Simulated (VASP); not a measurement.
# ZnO (I4/mmm) in VASP: single point with PBE

Aim: the single point of ZnO with PBE.

All numbers are computed with VASP 6.6.1; they aren't measurements. Logs are shortened: lines on timing, memory, paths and dates and some standing lists are left out, and cuts for length are marked.

### Step 1. The cell of the first run

It takes space group I4/mmm (No. 139, tetragonal). Conventional cell: a = 3.263 Å, b = 3.263 Å, c = 4.224 Å, α = 90.00°, β = 90.00°, γ = 90.00°. Within 2.8 Å of Zn (site symmetry 4/mmm) lie 6 O at 2.11 to 2.31 Å. O (site symmetry 4/mmm) has 6 Zn at 2.11 to 2.31 Å within 2.8 Å.

### Step 2. Single point, PBE (strained)

The input, INCAR:

```
PREC     = Accurate       # precision mode
ENCUT    = 520            # plane-wave cutoff, eV
EDIFF    = 1E-6           # SCF threshold, eV
ISMEAR   = 0              # smearing method
SIGMA    = 0.05           # smearing width, eV
LREAL    = False          # projectors in reciprocal space
LASPH    = True           # aspherical terms in the spheres
NELM     = 100            # most SCF steps
ALGO     = Normal         # electronic algorithm
ISIF     = 2              # what is computed and relaxed
LWAVE    = False          # write WAVECAR
LCHARG   = True           # write CHGCAR
GGA      = PE             # functional
LELF     = True           # ELF
LVHAR    = True         
NBANDS   = 16             # bands
```

The input, KPOINTS:

```
regular mesh
0
Gamma
  14 14 14
```

The input, POSCAR:

```
ZnO
1.0
    0.0000000000      2.1122121200      2.3074619000
    2.3074619000      0.0000000000      2.3074619000
    2.3074619000      2.1122121200      0.0000000000
Zn O
1 1
Direct
    0.0000000000      0.0000000000      0.0000000000
    0.5000000000      0.5000000000      0.5000000000
```

Potentials or basis: VASP PAW PBE potentials, release 64 (Zn, O).

The run is started by

```console
$ cat potpaw_PBE.64/Zn/POTCAR potpaw_PBE.64/O/POTCAR > POTCAR
$ mpirun -np 1 vasp_std > vasp.out
```

OUTCAR:

```text
PREC = Accurate
   ENCUT = 520
   EDIFF = 1E-6
   ISMEAR = 0
   LREAL = False
   LASPH = True
   NELM = 100
   ISIF = 2
   GGA = PE

 ion  position               nearest neighbor table
   1  0.000  0.000  0.000-   2 2.11   2 2.11   2 2.31   2 2.31   2 2.31   2 2.31
   2  0.500  0.500  0.500-   1 2.11   1 2.11   1 2.31   1 2.31   1 2.31   1 2.31

  LATTYP: Found a body centered tetragonal cell.
 ALAT       =     3.2632439136
 C/A-ratio  =     1.2945474968

  Lattice vectors:

 A1 = (   0.0000000000,  -2.1122121200,   2.3074619000)
 A2 = (   0.0000000000,  -2.1122121200,  -2.3074619000)
 A3 = (   2.3074619000,   2.1122121200,   0.0000000000)

Analysis of symmetry for initial positions (statically):
=====================================================================
 Subroutine PRICEL returns:
 Original cell was already a primitive cell.

 Routine SETGRP: Setting up the symmetry group for a
 body centered tetragonal supercell.

 Subroutine GETGRP returns: Found 16 space group operations
 (whereof 16 operations were pure point group operations)
 out of a pool of 16 trial point group operations.

The static configuration has the point symmetry D_4h.

Analysis of symmetry for dynamics (positions and initial velocities):
=====================================================================
 Subroutine PRICEL returns:
 Original cell was already a primitive cell.

 Routine SETGRP: Setting up the symmetry group for a
 body centered tetragonal supercell.

 Subroutine GETGRP returns: Found 16 space group operations
 (whereof 16 operations were pure point group operations)
 out of a pool of 16 trial point group operations.

The dynamic configuration has the point symmetry D_4h.

 Subroutine INISYM returns: Found 16 space group operations
 (whereof 16 operations are pure point group operations),
 and found     1 'primitive' translations

----------------------------------------------------------------------------------------

                                     Primitive cell

  volume of cell :      22.4924

  direct lattice vectors                    reciprocal lattice vectors
     0.000000000  2.112212120  2.307461900    -0.216688302  0.236718649  0.216688302
     2.307461900  0.000000000  2.307461900     0.216688302 -0.236718649  0.216688302
     2.307461900  2.112212120  0.000000000     0.216688302  0.236718649 -0.216688302

  length of vectors
     3.128229605  3.263243914  3.128229605     0.387225204  0.387225204  0.387225204

  position of ions in fractional coordinates (direct lattice)
     0.000000000  0.000000000  0.000000000
     0.500000000  0.500000000  0.500000000

  ion indices of the primitive-cell ions
   primitive index   ion index
                 1           1
                 2           2

----------------------------------------------------------------------------------------

 KPOINTS: regular mesh

Automatic generation of k-mesh.
 Grid dimensions read from file:
 generate k-points for:   14   14   14

 Generating k-lattice:

  Cartesian coordinates                     Fractional coordinates (reciprocal lattice)
    -0.015477736  0.016908475  0.015477736     0.071428571  0.000000000 -0.000000000
     0.015477736 -0.016908475  0.015477736     0.000000000  0.071428571  0.000000000
     0.015477736  0.016908475 -0.015477736    -0.000000000  0.000000000  0.071428571

  Length of vectors
     0.027658943  0.027658943  0.027658943

  Shift w.r.t. Gamma in fractional coordinates (k-lattice)
     0.000000000  0.000000000  0.000000000

 Subroutine IBZKPT returns following result:
 ===========================================

 Found    244 irreducible k-points:

 Following reciprocal coordinates:
            Coordinates               Weight
  0.000000  0.000000  0.000000      1.000000
  0.071429  0.000000 -0.000000      8.000000
  0.142857  0.000000  0.000000      8.000000
  0.214286  0.000000  0.000000      8.000000
  0.285714  0.000000  0.000000      8.000000
  0.357143  0.000000  0.000000      8.000000
[... 16 lines left out ...]
  0.214286  0.142857  0.000000     16.000000
  0.285714  0.142857  0.000000     16.000000
 [... further k-points ...]
   k-points           NKPTS =    244   k-points in BZ     NKDIM =    244   number of bands    NBANDS=     16
   number of dos      NEDOS =    301   number of ions     NIONS =      2
   total plane-waves  NPLWV =  13824
   dimension x,y,z NGX =    24 NGY =   24 NGZ =   24
   dimension x,y,z NGXF=    48 NGYF=   48 NGZF=   48
   ions per type =               1   1
   NGX,Y,Z   is equivalent  to a cutoff of  12.75, 12.23, 12.75 a.u.
   NGXF,Y,Z  is equivalent  to a cutoff of  25.51, 24.45, 25.51 a.u.
 SYSTEM =  unknown system
   PREC   = accura    normal or accurate (medium, high low for compatibility)
   ISTART =      0    job   : 0-new  1-cont  2-samecut
   ICHARG =      2    charge: 1-file 2-atom 10-const
   ISPIN  =      1    spin polarized calculation?
   LNONCOLLINEAR =      F non collinear calculations
   LSORBIT =      F    spin-orbit coupling
   LASPH  =      T    aspherical Exc in radial PAW
   ENCUT  =  520.0 eV  38.22 Ry    6.18 a.u.   5.82  6.07  5.82*2*pi/ulx,y,z
   NELM   =    100;   NELMIN=  2; NELMDL= -5     # of ELM steps
   EDIFF  = 0.1E-05   stopping-criterion for ELM
   LREAL  =      F    real-space projection
   EDIFFG = 0.1E-04   stopping-criterion for IOM
   NSW    =      0    number of steps for IOM
   IBRION =     -1    ionic relax: 0-MD 1-quasi-New 2-CG
   NFREE  =      0    steps in history (QN), initial steepest desc. (CG)
   ISIF   =      2    stress and relaxation
   ISYM   =      2    0-nonsym 1-usesym 2-fastsym
   POTIM  = 0.5000    time-step for ionic-motion
   TEBEG  =    0.0;   TEEND  =   0.0 temperature during run
   PSTRESS=    0.0 pullay stress
   NELECT =      18.0000    total number of electrons
   NUPDOWN=      -1.0000    fix difference up-down
   EMIN   =  10.00;   EMAX   =-10.00  energy-range for DOS
   EFERMI =   0.00;   METHOD = LEGACY
   ISMEAR =     0;   SIGMA  =   0.05  broadening in eV -4-tet -1-fermi 0-gaus
   EFERMI_NEDOS =   21; number of points for ismear=-14 and -15
   IALGO  =     38    algorithm
   IMIX   =      4    mixing-type and parameters
     AMIX     =   0.40;   BMIX     =  1.00
     AMIX_MAG =   1.60;   BMIX_MAG =  1.00
  volume/ion in A,a.u.               =      11.25        75.89
  Fermi-wavevector in a.u.,A,eV,Ry     =   1.519918  2.872228 31.431505  2.310150
  Thomas-Fermi vector in A             =   2.628839
   LORBIT       =      0    0 simple, 1 ext, 2 COOP (PROOUT), +10 PAW based schemes
   GGA     = PE    functional components
   LHFCALC =     F    Hartree Fock is set to
   AEXX    =    0.0000 exact exchange contribution
   IVDW    =     0    specifies the selected vdW correction
   LEPSILON=     F    determine dielectric tensor
   LRPA    =     F    only Hartree local field effects (RPA)
 non-spin polarized calculation
 Gauss-broadening in eV      SIGMA  =   0.05
  energy-cutoff  :      520.00
  volume of cell :       22.49
 maximum number of plane-waves:       618
   NGX = 11   NGY = 13   NGZ = 11

 number of electron      17.9999988 magnetization

 Free energy of the ion-electron system (eV)
  ---------------------------------------------------
  ext. energy  EPLUGINS =         0.00000000
  ---------------------------------------------------
  free energy    TOTEN  =        -8.53705809 eV

  energy without entropy =       -8.53705737  energy(sigma->0) =       -8.53705773

 E-fermi :   1.7100     XC(G=0): -11.5196

 val. band max:        1.6018263921   @ k =   0.5000   0.0000   0.0000
 cond. band min:       1.8024021644   @ k =   0.0000   0.0000   0.0000
 fundamental gap:      0.2005757724
 Fermi energy:         1.7099605599

 k-point     1 :       0.0000    0.0000    0.0000
  band No.  band energies     occupation
      1     -16.0747      2.00000
      2      -3.3115      2.00000
      3      -3.3115      2.00000
      4      -3.2382      2.00000
      5      -3.2033      2.00000
      6      -3.0759      2.00000
[... 8 lines left out ...]
     15      18.9632      0.00000
     16      19.3163      0.00000

 k-point     2 :       0.0714    0.0000   -0.0000
  band No.  band energies     occupation
      1     -16.0308      2.00000
      2      -3.3256      2.00000
      3      -3.3136      2.00000
      4      -3.2413      2.00000
      5      -3.2230      2.00000
      6      -3.1257      2.00000
[... 8 lines left out ...]
     15      19.1987      0.00000
     16      20.5424      0.00000

 k-point     3 :       0.1429    0.0000    0.0000
  band No.  band energies     occupation
      1     -15.9049      2.00000
      2      -3.4053      2.00000
      3      -3.3831      2.00000
      4      -3.3076      2.00000
      5      -3.2105      2.00000
      6      -3.1864      2.00000
[... 8 lines left out ...]
     15      19.9211      0.00000
     16      20.7247      0.00000

 k-point     4 :       0.2143    0.0000    0.0000
  band No.  band energies     occupation
      1     -15.7147      2.00000
      2      -3.6298      2.00000
      3      -3.5182      2.00000
      4      -3.4919      2.00000
      5      -3.1573      2.00000
      6      -3.1486      2.00000
[... 8 lines left out ...]
     15      20.7320      0.00000
     16      21.2231      0.00000

 k-point     5 :       0.2857    0.0000    0.0000
  band No.  band energies     occupation
      1     -15.4906      2.00000
      2      -4.0405      2.00000
      3      -3.6824      2.00000
      4      -3.6642      2.00000
      5      -3.1114      2.00000
      6      -3.0725      2.00000
[... 8 lines left out ...]
     15      21.6770      0.00000
     16      22.0548      0.00000

 k-point     6 :       0.3571    0.0000    0.0000
  band No.  band energies     occupation
      1     -15.2751      2.00000
      2      -4.5063      2.00000
      3      -3.8397      2.00000
      4      -3.7895      2.00000
      5      -3.0681      2.00000
      6      -3.0016      2.00000
[... 8 lines left out ...]
     15      22.6861      0.00000
     16      23.1195      0.00000
[... 267 lines left out ...]
 k-point    21 :      -0.0714    0.0714    0.0000
  band No.  band energies     occupation
      1     -15.9540      2.00000
      2      -3.3644      2.00000
      3      -3.3449      2.00000
      4      -3.2743      2.00000
      5      -3.2380      2.00000
      6      -3.1803      2.00000
[... 8 lines left out ...]
     15      19.2964      0.00000
     16      21.0145      0.00000

 k-point    22 :       0.1429    0.1429    0.0000
  band No.  band energies     occupation
      1     -15.8762      2.00000
      2      -3.5031      2.00000
      3      -3.3611      2.00000
      4      -3.2725      2.00000
      5      -3.2208      2.00000
      6      -3.0875      2.00000
[... 8 lines left out ...]
     15      22.3050      0.00000
     16      23.1998      0.00000

 k-point    23 :       0.2143    0.1429    0.0000
  band No.  band energies     occupation
      1     -15.7495      2.00000
      2      -3.6637      2.00000
      3      -3.4052      2.00000
      4      -3.2661      2.00000
      5      -3.2160      2.00000
      6      -3.0847      2.00000
[... 8 lines left out ...]
     15      22.5444      0.00000
     16      23.7101      0.00000

 k-point    24 :       0.2857    0.1429    0.0000
  band No.  band energies     occupation
      1     -15.5701      2.00000
      2      -3.8565      2.00000
      3      -3.5101      2.00000
      4      -3.3738      2.00000
      5      -3.1754      2.00000
      6      -3.0591      2.00000
[... 8 lines left out ...]
     15      22.4746      0.00000
     16      24.0731      0.00000

 [... further k-points ...]

------------------------ aborting loop because EDIFF is reached ----------------------------------------

  FORCE on cell =-STRESS in cart. coord.  units (eV):
  Direction    XX          YY          ZZ          XY          YZ          ZX
  --------------------------------------------------------------------------------------
  -------------------------------------------------------------------------------------
  Total       -1.6862452     -1.4447913     -1.6862452      0.0000000      0.0000000      0.0000000
  in kB     -120.1142961   -102.9150972   -120.1142961      0.0000000      0.0000000      0.0000000
  external PRESSURE =    -114.3812298 kB  Pullay stress =       0.0000000 kB

 VOLUME and BASIS-vectors are now :
 -----------------------------------------------------------------------------
  energy-cutoff  :      520.00
  volume of cell :       22.49
      direct lattice vectors                 reciprocal lattice vectors
     0.000000000  2.112212120  2.307461900    -0.216688302  0.236718649  0.216688302
     2.307461900  0.000000000  2.307461900     0.216688302 -0.236718649  0.216688302
     2.307461900  2.112212120  0.000000000     0.216688302  0.236718649 -0.216688302

 POSITION                                       TOTAL-FORCE (eV/Angst)
 -----------------------------------------------------------------------------------
      0.00000      0.00000      0.00000         0.000000      0.000000      0.000000
      2.30746      2.11221      2.30746         0.000000     -0.000000     -0.000000
 -----------------------------------------------------------------------------------
    total drift:                                0.000000     -0.000000     -0.000000

  FREE ENERGIE OF THE ION-ELECTRON SYSTEM (eV)
  ---------------------------------------------------
  free  energy   TOTEN  =        -8.5370580903 eV

  energy  without entropy=       -8.5370573686  energy(sigma->0) =       -8.53705773
```

It took 33 s on 1 thread of AMD EPYC 9R45 (Zen 5), shared host; peak memory 0.17 GiB.

What came out:

* Free energy: -8.5371 eV
* Pressure: -11.4 GPa
* Band gap on the k mesh: 0.20 eV, indirect (least direct gap 1.16 eV)

Levels at points of the mesh, in eV from the valence-band top:
```csv
k point,band 7,band 8,band 9,band 10,band 11,band 12
"(0.00, 0.00, 0.00)",-1.45,-0.96,-0.96,0.20,16.56,16.56
"(0.50, 0.00, 0.00)",-3.67,-0.35,0.00,5.02,7.81,11.12
"(0.50, 0.50, 0.00)",-4.30,-2.63,-1.85,3.49,9.28,11.23
"(0.50, 0.00, 0.50)",-4.20,-2.48,-2.48,3.55,10.18,10.48
```

Caveat: the cell differs from its parent crystal (strained).
